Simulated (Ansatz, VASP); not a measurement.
# GaN: VASP beside Ansatz

Contents of POSCAR:

```
GaN
1.0
   -0.0845062728      2.2535006075      2.2535006075
    2.2535006075     -0.0845062728      2.2535006075
    2.1689943347      2.1689943347      0.0000000000
Ga N
1 1
Direct
    0.0000000000      0.0000000000      0.0000000000
    0.7500000000      0.7500000000      0.7500000000
```

The input INCAR.step1:

```
  ALGO = Normal
  EDIFF = 1E-4
  ENCUT = 520
  GGA = PE
  ISMEAR = 0
  LASPH = True
  LCHARG = False
  LREAL = False
  LWAVE = True
  NBANDS = 16
  NELM = 100
  PREC = Accurate
  SIGMA = 0.05
```

File INCAR.step2:

```
  ALGO = Normal
  EDIFF = 1E-7
  ENCUT = 520
  ISIF = 2
  ISMEAR = 0
  ISTART = 1
  LASPH = True
  LCHARG = True
  LELF = True
  LMIXTAU = True
  LREAL = False
  LVHAR = True
  LWAVE = False
  METAGGA = R2SCAN
  NBANDS = 16
  NELM = 100
  PREC = Accurate
  SIGMA = 0.05
```

File KPOINTS:

```
k-points
0
Gamma
  10 10 10
```

Input for Ansatz:

```yaml
crystal:
  lattice:
    - [-0.0845062728, 2.2535006075, 2.2535006075]
    - [2.2535006075, -0.0845062728, 2.2535006075]
    - [2.1689943347, 2.1689943347, 0.0]
  atoms:
    - { symbol: Ga, position: [0.0, 0.0, 0.0] }
    - { symbol: "N", position: [0.75, 0.75, 0.75] }
basis:
  ecutwfc: 500
kpoints:
  mp_grid: { grid: [10, 10, 10] }
hamiltonian:
  xc: r2scan
scf:
  occupations: { method: gaussian, width: 0.05 }
output:
  forces: true
  stress: true
  eigenvalues: true
```

Change from the starting cell: strain -0.0750 x Voigt [0, 0, 0, 0, 0, 1], atoms carried along.

Alike in both runs: task single point; functional r2SCAN; k mesh 10 × 10 × 10; occupations gaussian, width 0.05 eV; no spin polarisation.

|  | VASP | Ansatz |
| --- | --- | --- |
| version | VASP 6.6.1 | Ansatz 0.2.0 |
| potentials or method | VASP PAW PBE potentials, release 64 (Ga_d, N), cutoff 520 eV | scalar-relativistic, plane waves, PAW |
| valence electrons in the cell | 18 | 18 |

|  | VASP | Ansatz | Ansatz less VASP |
| --- | --- | --- | --- |
| gap on the k mesh at the Fermi level (eV) | 1.86 | 1.87 | +0.011 |
| least direct gap on the mesh (eV) | 1.86 | 1.87 | +0.011 |
| pressure (GPa) | 1.3 | 0.3 | -0.98 |
| traceless stress, the component that is largest in VASP (GPa) | 15.02 | 14.84 | -0.176 |
| rms of the force components (eV/Å) | 0.372 | 0.358 | -0.0147 |

VASP's potentials were made for PBE, not for r2SCAN. Atom by atom the forces differ by 0.015 eV/Å (rms over components). With one functional, cell and mesh, what is left measures potentials, basis and numerics.
